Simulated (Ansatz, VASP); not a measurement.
## One calculation of Al, two programs

Contents of INCAR:

```
ALGO     = Normal         # electronic algorithm
EDIFF    = 1E-7           # SCF threshold, eV
ENCUT    = 520            # plane-wave cutoff, eV
GGA      = PE             # functional
ISIF     = 2              # what is computed and relaxed
ISMEAR   = 1              # smearing method
LASPH    = True           # aspherical terms in the spheres
LCHARG   = False          # write CHGCAR
LREAL    = False          # projectors in reciprocal space
LWAVE    = False          # write WAVECAR
NBANDS   = 8              # bands
NELM     = 100            # most SCF steps
PREC     = Accurate       # precision mode
SIGMA    = 0.1            # smearing width, eV
```

The input KPOINTS:

```
k-points
0
Gamma
  12 12 12
```

POSCAR

```
Al
1.0
    0.0000000000      1.9403381767      1.9403381767
    1.9403381767      0.0000000000      1.9403381767
    1.9403381767      1.9403381767      0.0000000000
Al
1
Direct
    0.0000000000      0.0000000000      0.0000000000
```

Input for Ansatz:

```yaml
crystal:
  lattice:
    - [0.0, 1.9403381767360024, 1.9403381767360024]
    - [1.9403381767360024, 0.0, 1.9403381767360024]
    - [1.9403381767360024, 1.9403381767360024, 0.0]
  atoms:
    - { symbol: Al, position: [0.0, 0.0, 0.0] }
basis:
  ecutwfc: 500.0
kpoints:
  mp_grid:
    grid: [12, 12, 12]
hamiltonian:
  xc: pbe
scf:
  convergence:
    dr2_threshold: 1.0e-10
  occupations:
    method: cold
    width: 0.1
output:
  stress: true
```

Alike in both runs: task single point; functional PBE; k mesh 12 × 12 × 12; no spin polarisation.

|  | VASP | Ansatz |
| --- | --- | --- |
| version | VASP 6.6.1 | Ansatz 0.2.0 |
| potentials or method | VASP PAW PBE potentials, release 64 (Al), cutoff 520 eV | plane waves, PAW |
| occupations | methfessel-paxton of order 1, width 0.1 eV | cold, width 0.1 eV |
| valence electrons in the cell | 3 | 3 |

|  | VASP | Ansatz | Ansatz less VASP |
| --- | --- | --- | --- |
| pressure (GPa) | 12.5 | 12.5 | +0.04 |
